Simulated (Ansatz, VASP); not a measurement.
## K: VASP beside Ansatz

```xyz
3
Lattice="8.0530 0.0000 0.0000 -4.0265 6.9741 0.0000 0.0000 0.0000 4.8000" Properties=species:S:1:pos:R:3 pbc="T T T"
K     8.0530    0.0000    0.0000
K     0.0000    4.6494    2.4000
K     4.0265    2.3247    2.4000
```

Alike in both runs: task single point; functional revPBE; k mesh 6 × 6 × 8; occupations fermi-dirac, width 0.1 eV; no spin polarisation.

|  | VASP | Ansatz |
| --- | --- | --- |
| version | VASP 6.6.1 | Ansatz 0.2.0 |
| potentials or method | VASP PAW PBE potentials, release 64 (K_sv), cutoff 520 eV | plane waves (420 eV) with PAW, scalar-relativistic |
| valence electrons in the cell | 27 | 27 |

|  | VASP | Ansatz | Ansatz less VASP |
| --- | --- | --- | --- |
| pressure (GPa) | -0.3 | -0.3 | +0.01 |

VASP's potentials were made for PBE, not for revPBE. The functional is the same, so the differences come from potentials, cutoffs and numerics.
